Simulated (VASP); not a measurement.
Here is a VASP 6.6.1 calculation.

File INCAR:

```
PREC = Accurate ; ENCUT = 600
EDIFF = 1E-7 ; ISMEAR = 0
SIGMA = 0.1 ; LREAL = F
LASPH = T ; NELM = 80
ALGO = Normal ; ISIF = 3
LWAVE = F ; LCHARG = F
GGA = PE ; IBRION = 2
NSW = 100 ; EDIFFG = -0.01
```

Contents of KPOINTS:

```
Automatic mesh
0
Gamma
  12 12 12
```

Contents of POSCAR:

```
ZnS3
1.0
    0.0000000000      3.1807987342      3.1807987342
    3.1807987342      0.0000000000      3.1807987342
    3.1807987342      3.1807987342      0.0000000000
Zn S
1 3
Direct
    0.0000000000      0.0000000000      0.0000000000
    0.2500000000      0.2500000000      0.2500000000
    0.7500000000      0.7500000000      0.7500000000
    0.5000000000      0.5000000000      0.5000000000
```

Potentials or basis: VASP PAW PBE potentials, release 64 (Zn, S).

The run is started by

```bash
$ cat potpaw_PBE.64/Zn/POTCAR potpaw_PBE.64/S/POTCAR > POTCAR
$ mpirun -np 1 vasp_std > vasp.out
```

**Question.** Estimate the band gap on the k mesh.

**Answer.** Zero (band 15 reaches 6.41 eV, above the bottom of band 16 at 5.11 eV).

Final structure:
```
Zn S
1.0
     0.00000    3.18080    3.18080
     3.18080    0.00000    3.18080
     3.18080    3.18080    0.00000
Zn S
1 3
Direct
  0.00000 0.00000 0.00000
  0.25000 0.25000 0.25000
  0.75000 0.75000 0.75000
  0.50000 0.50000 0.50000
```

Caveat: the relaxation stopped at its first step, so nothing moved.
